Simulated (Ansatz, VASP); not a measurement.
**One calculation of Pt, two programs**

File INCAR:

```
SYSTEM = Pt
PREC     = Accurate       ! precision mode
ENCUT    = 520            ! plane-wave cutoff, eV
EDIFF    = 1E-6           ! SCF threshold, eV
ISMEAR   = 0              ! smearing method
SIGMA    = 0.15           ! smearing width, eV
LREAL    = .False.        ! projectors in reciprocal space
LASPH    = .True.         ! aspherical terms in the spheres
NELM     = 100            ! most SCF steps
ALGO     = Fast           ! electronic algorithm
ISIF     = 2              ! what is computed and relaxed
LWAVE    = .False.        ! write WAVECAR
LCHARG   = .True.         ! write CHGCAR
GGA      = CA             ! functional
LELF     = .True.         ! ELF
LVHAR    = .True.       
NBANDS   = 11             ! bands
```

KPOINTS

```
regular mesh
0
Gamma
  20 20 20
  0 0 0
```

POSCAR

```
Pt
1.0
    0.0000000000      1.9468328700      1.8105545691
    2.1074465818      0.0000000000      1.8105545691
    2.1074465818      1.9468328700      0.0000000000
Pt
1
Direct
    0.0000000000      0.0000000000      0.0000000000
```

Input for Ansatz:

```yaml
crystal:
  lattice:
    - [0.0, 1.94683287, 1.8105545691]
    - [2.1074465818, 0.0, 1.8105545691]
    - [2.1074465818, 1.94683287, 0.0]
  atoms:
    - { symbol: Pt, position: [0.0, 0.0, 0.0] }
basis:
  ecutwfc: 420
kpoints:
  mp_grid: { grid: [20, 20, 20] }
hamiltonian:
  xc: lda
scf:
  occupations: { method: gaussian, width: 0.15 }
output:
  forces: true
  stress: true
  eigenvalues: true
```

Change from the starting cell: normal strain along x +0.0825, normal strain along z -0.0700.

Alike in both runs: task single point; functional LDA; k mesh 20 × 20 × 20; occupations gaussian, width 0.15 eV; no spin polarisation.

|  | VASP | Ansatz |
| --- | --- | --- |
| version | VASP 6.6.1 | Ansatz 0.2.0 |
| potentials or method | VASP PAW LDA potentials, release 64 (Pt), cutoff 520 eV | scalar-relativistic, plane waves, PAW |
| valence electrons in the cell | 10 | 18 |

```tsv
	VASP	Ansatz	Ansatz less VASP
gap on the k mesh at the Fermi level (eV)	none	none	-
pressure (GPa)	0.9	0.1	-0.78
traceless stress, the component that is largest in VASP (GPa)	-10.01	-9.99	+0.017
```

LDA's correlation is that of Perdew and Zunger in VASP and of Perdew and Wang (1992) in Ansatz. A gap of «none» marks a metal or a gap that the smearing closes. VASP's potentials hold 10 valence electrons a cell and Ansatz's 18, so a difference there can come from the potentials and not from the codes.

Neither program's run includes spin-orbit coupling.
